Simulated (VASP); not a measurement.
# Nb3Cd (P6_3/mmc) in VASP: further runs, part 3 of 3

VASP 6.6.1. Earlier steps stand in the parts before.

## 5. Single point, PBE

This run uses another cell than the first one, of 18.78 Å³/atom.

INCAR

```
SYSTEM = Nb3Cd
PREC = Accurate ; ENCUT = 520
EDIFF = 1E-6 ; ISMEAR = 0
SIGMA = 0.1 ; LREAL = .False.
LASPH = .True. ; NELM = 100
ALGO = Fast ; ISIF = 2
LWAVE = .False. ; LCHARG = .False.
GGA = PE ; NBANDS = 61
```

KPOINTS

```
regular mesh
0
Gamma
  6 6 8
  0 0 0
```

POSCAR

```
Nb3Cd
1.0
    5.9925607845      0.0000000000      0.0000000000
   -2.9962803922      5.1897098731      0.0000000000
    0.0000000000      0.0000000000      4.8309487849
Nb Cd
6 2
Direct
    0.8397071275      0.6794142550      0.2500000000
    0.1602928725      0.8397071275      0.7500000000
    0.3205857450      0.1602928725      0.2500000000
    0.1602928725      0.3205857450      0.7500000000
    0.8397071275      0.1602928725      0.2500000000
    0.6794142550      0.8397071275      0.7500000000
    0.3333333333      0.6666666667      0.2500000000
    0.6666666667      0.3333333333      0.7500000000
```

Potentials or basis: VASP PAW PBE potentials, release 64 (Nb_sv, Cd).

Started as:

```
$ cat potpaw_PBE.64/Nb_sv/POTCAR potpaw_PBE.64/Cd/POTCAR > POTCAR
$ mpirun -np 1 vasp_std > vasp.out
```

OUTCAR:

```text
SYSTEM = Nb3Cd
   PREC = Accurate
   ENCUT = 520
   EDIFF = 1E-6
   ISMEAR = 0
   LREAL = .False.
   LASPH = .True.
   NELM = 100
   ISIF = 2
   GGA = PE

 ion  position               nearest neighbor table
   1  0.840  0.679  0.250-   5 2.88   3 2.88   6 2.93   6 2.93   2 2.93   2 2.93   7 3.00   7 3.00
                             8 3.01   8 3.01
   2  0.160  0.840  0.750-   4 2.88   6 2.88   3 2.93   3 2.93   1 2.93   1 2.93   8 3.00   8 3.00
                             7 3.01   7 3.01
   3  0.321  0.160  0.250-   5 2.88   1 2.88   4 2.93   4 2.93   2 2.93   2 2.93   7 3.00   7 3.00
                             8 3.01   8 3.01
   4  0.160  0.321  0.750-   2 2.88   6 2.88   3 2.93   3 2.93   5 2.93   5 2.93   8 3.00   8 3.00
                             7 3.01   7 3.01
   5  0.840  0.160  0.250-   1 2.88   3 2.88   6 2.93   6 2.93   4 2.93   4 2.93   7 3.00   7 3.00
                             8 3.01   8 3.01
   6  0.679  0.840  0.750-   2 2.88   4 2.88   1 2.93   1 2.93   5 2.93   5 2.93   8 3.00   8 3.00
                             7 3.01   7 3.01
   7  0.333  0.667  0.250-   3 3.00   1 3.00   5 3.00   5 3.00   3 3.00   1 3.00   2 3.01   2 3.01
                             4 3.01   4 3.01   6 3.01   6 3.01
   8  0.667  0.333  0.750-   6 3.00   4 3.00   2 3.00   2 3.00   6 3.00   4 3.00   5 3.01   5 3.01
                             1 3.01   1 3.01   3 3.01   3 3.01

  LATTYP: Found a hexagonal cell.
 ALAT       =     5.9925607845
 C/A-ratio  =     0.8061576609

  Lattice vectors:

 A1 = (   5.9925607845,   0.0000000000,   0.0000000000)
 A2 = (  -2.9962803922,   5.1897098731,   0.0000000000)
 A3 = (   0.0000000000,   0.0000000000,   4.8309487849)

Analysis of symmetry for initial positions (statically):
=====================================================================
 Subroutine PRICEL returns:
 Original cell was already a primitive cell.

 Routine SETGRP: Setting up the symmetry group for a
 hexagonal supercell.

 Subroutine GETGRP returns: Found 24 space group operations
 (whereof 12 operations were pure point group operations)
 out of a pool of 24 trial point group operations.

The static configuration has the point symmetry D_3d.
[... 150 lines left out ...]
  Thomas-Fermi vector in A             =   2.557761
   LORBIT       =      0    0 simple, 1 ext, 2 COOP (PROOUT), +10 PAW based schemes
   GGA     = PE    functional components
   LHFCALC =     F    Hartree Fock is set to
   AEXX    =    0.0000 exact exchange contribution
   IVDW    =     0    specifies the selected vdW correction
   LEPSILON=     F    determine dielectric tensor
   LRPA    =     F    only Hartree local field effects (RPA)
 non-spin polarized calculation
 RMM-DIIS sequential band-by-band and
 Gauss-broadening in eV      SIGMA  =   0.10
  energy-cutoff  :      520.00
  volume of cell :      150.24
 maximum number of plane-waves:      4072
 NGX is ok and might be reduce to    48
   NGX = 23   NGY = 23   NGZ = 17

 number of electron     101.9999991 magnetization

 Free energy of the ion-electron system (eV)
  ---------------------------------------------------
  ext. energy  EPLUGINS =         0.00000000
  ---------------------------------------------------
  free energy    TOTEN  =       -60.93726332 eV

  energy without entropy =      -60.89009544  energy(sigma->0) =      -60.91367938

 E-fermi :   9.0172     XC(G=0): -12.1640

 val. band max:        8.9928805765   @ k =   0.3333   0.3333   0.1250
 cond. band min:       9.0283217034   @ k =   0.5000   0.0000   0.3750
 fundamental gap:      0.0354411269
 Fermi energy:         9.0172018294

 k-point     1 :       0.0000    0.0000    0.0000
  band No.  band energies     occupation
      1     -45.7150      2.00000
      2     -45.5740      2.00000
      3     -45.5740      2.00000
      4     -45.5575      2.00000
      5     -45.4972      2.00000
      6     -45.4972      2.00000
[... 1525 lines left out ...]
     60      11.2673      0.00000
     61      11.4393      0.00000

 [... further k-points ...]
[... 5 lines left out ...]
  --------------------------------------------------------------------------------------
  -------------------------------------------------------------------------------------
  Total        0.0363544      0.0363544      0.0157626      0.0000000     -0.0000000      0.0000000
  in kB        0.3876853      0.3876853      0.1680932      0.0000000     -0.0000000      0.0000000
  external PRESSURE =       0.3144879 kB  Pullay stress =       0.0000000 kB

 VOLUME and BASIS-vectors are now :
 -----------------------------------------------------------------------------
  energy-cutoff  :      520.00
  volume of cell :      150.24
      direct lattice vectors                 reciprocal lattice vectors
     5.992560785  0.000000000  0.000000000     0.166873568  0.096344499  0.000000000
    -2.996280392  5.189709873  0.000000000     0.000000000  0.192688999  0.000000000
     0.000000000  0.000000000  4.830948785     0.000000000  0.000000000  0.206998676

 POSITION                                       TOTAL-FORCE (eV/Angst)
 -----------------------------------------------------------------------------------
      2.99628      3.52596      1.20774         0.000000      0.021902     -0.000000
     -1.55543      4.35784      3.62321        -0.018968      0.010951     -0.000000
      1.44085      0.83187      1.20774        -0.018968     -0.010951      0.000000
      0.00000      1.66375      3.62321        -0.000000     -0.021902      0.000000
      4.55171      0.83187      1.20774         0.018968     -0.010951     -0.000000
      1.55543      4.35784      3.62321         0.018968      0.010951      0.000000
     -0.00000      3.45981      1.20774         0.000000     -0.000000      0.000000
      2.99628      1.72990      3.62321         0.000000     -0.000000      0.000000
 -----------------------------------------------------------------------------------
    total drift:                               -0.000001      0.000001     -0.000000

  FREE ENERGIE OF THE ION-ELECTRON SYSTEM (eV)
  ---------------------------------------------------
  free  energy   TOTEN  =       -60.9372633202 eV

  energy  without entropy=      -60.8900954444  energy(sigma->0) =      -60.91367938
```

OSZICAR:

```text
N       E                     dE             d eps       ncg     rms          rms(c)
DAV:   1     0.136851354653E+04    0.13685E+04   -0.56033E+04  4278   0.177E+03
DAV:   2     0.529651382243E+02   -0.13155E+04   -0.12904E+04  4699   0.708E+02
DAV:   3    -0.547534090387E+02   -0.10772E+03   -0.10441E+03  6844   0.149E+02
[... 31 lines left out ...]
RMM:  35    -0.609372587242E+02   -0.18411E-05   -0.17247E-05  4686   0.161E-02    0.343E-02
RMM:  36    -0.609372600328E+02   -0.13085E-05   -0.13657E-05  4488   0.145E-02    0.345E-02
RMM:  37    -0.609372611444E+02   -0.11116E-05   -0.11706E-05  4402   0.131E-02    0.339E-02
RMM:  38    -0.609372625712E+02   -0.14269E-05   -0.10048E-05  4294   0.125E-02    0.342E-02
RMM:  39    -0.609372633202E+02   -0.74893E-06   -0.86186E-06  4058   0.113E-02
   1 F= -.60937263E+02 E0= -.60913679E+02  d E =-.471679E-01
```

stdout:

```text
POSCAR found type information on POSCAR NbCd
 POSCAR found :  2 types and       8 ions
 scaLAPACK will be used
 LDA part: xc-table for (Slater+PW92), standard interpolation
 POSCAR, INCAR and KPOINTS ok, starting setup
 FFT: planning ... GRIDC
 FFT: planning ... GRID_SOFT
 FFT: planning ... GRID
 WAVECAR not read
 entering main loop
WARNING in EDDRMM: call to ZHEGV failed, returncode =   6  3     50
WARNING in EDDRMM: call to ZHEGV failed, returncode =   8  4     34
WARNING in EDDRMM: call to ZHEGV failed, returncode =   8  4     26
WARNING in EDDRMM: call to ZHEGV failed, returncode =   6  3     42
WARNING in EDDRMM: call to ZHEGV failed, returncode =   6  3     47
WARNING in EDDRMM: call to ZHEGV failed, returncode =   6  3     35
WARNING in EDDRMM: call to ZHEGV failed, returncode =   6  3     36
WARNING in EDDRMM: call to ZHEGV failed, returncode =   6  3     26
WARNING in EDDRMM: call to ZHEGV failed, returncode =   6  3     49
WARNING in EDDRMM: call to ZHEGV failed, returncode =   6  3     50
WARNING in EDDRMM: call to ZHEGV failed, returncode =   6  3     34
WARNING in EDDRMM: call to ZHEGV failed, returncode =   6  3     28
WARNING in EDDRMM: call to ZHEGV failed, returncode =   6  3     40
WARNING in EDDRMM: call to ZHEGV failed, returncode =   6  3     36
WARNING in EDDRMM: call to ZHEGV failed, returncode =   8  4     46
WARNING in EDDRMM: call to ZHEGV failed, returncode =   6  3     53
```

Run time: 8 min. Hardware: 1 thread of Intel Xeon 6975P-C (Granite Rapids), shared host; peak memory 0.43 GiB.

Results:

```
Free energy            : -60.9373 eV
Pressure               : 0.0 GPa
Largest force          : 0.022 eV/Å
Band gap on the k mesh : zero (bands 51 and 52 overlap by 1.15 eV)
```

Forces on the atoms (eV/Å):
```
Nb   0.000  0.022  0.000
Nb  -0.019  0.011  0.000
Nb  -0.019 -0.011  0.000
Nb   0.000 -0.022  0.000
Nb   0.019 -0.011  0.000
Nb   0.019  0.011  0.000
Cd   0.000  0.000  0.000
Cd   0.000  0.000  0.000
```

Levels at points of the mesh, in eV from the Fermi level:
| k point | band 48 | band 49 | band 50 | band 51 | band 52 | band 53 | band 54 | band 55 |
| --- | --- | --- | --- | --- | --- | --- | --- | --- |
| (0.00, 0.00, 0.00) | -0.41 | -0.41 | -0.16 | 0.14 | 0.14 | 0.44 | 0.44 | 0.49 |
| (0.50, 0.00, 0.00) | -0.98 | -0.60 | -0.15 | 0.11 | 0.38 | 0.44 | 0.58 | 0.70 |
| (0.00, 0.00, 0.50) | -1.21 | 0.14 | 0.14 | 0.78 | 0.78 | 0.78 | 0.78 | 1.78 |
| (0.50, 0.00, 0.50) | -1.13 | -0.65 | -0.65 | -0.15 | -0.15 | -0.09 | -0.09 | 1.48 |

## 6. Overview

```csv
task,cell,k mesh,cutoff (eV),gap on the mesh (eV),pressure (GPa),largest force (eV/Å)
single point,"a = 5.978, b = 5.978, c = 4.841 Å, angles 90.0, 90.0, 120.0°, 8 atoms, atomic positions A",3 × 3 × 4,520,none,0.1,0.03
single point,"a = 5.930, b = 5.930, c = 4.760 Å, angles 90.0, 90.0, 120.0°, 8 atoms, atomic positions B",6 × 6 × 4,520,none,4.6,0.64
relaxation of cell and atoms,"relaxed from a = 5.930, b = 5.930, c = 4.760 Å, angles 90.0, 90.0, 120.0°, 8 atoms, atomic positions B",3 × 3 × 4,600,none,0.1,0.01
single point,"a = 5.993, b = 5.993, c = 4.831 Å, angles 90.0, 90.0, 120.0°, 8 atoms, atomic positions C",6 × 6 × 8,520,none,0.0,0.02
```

Alike in all rows: level PBE; potentials or basis VASP PAW PBE potentials, release 64 (Nb_sv, Cd); no spin polarisation; smearing gaussian 0.1 eV.

Caveats: some runs use coarse meshes; the cell stands under pressure (at least some runs).

Absolute energies hang on the potentials; compare differences alone.

The gap in the log of VASP goes by the Fermi energy; the results here count the filled bands.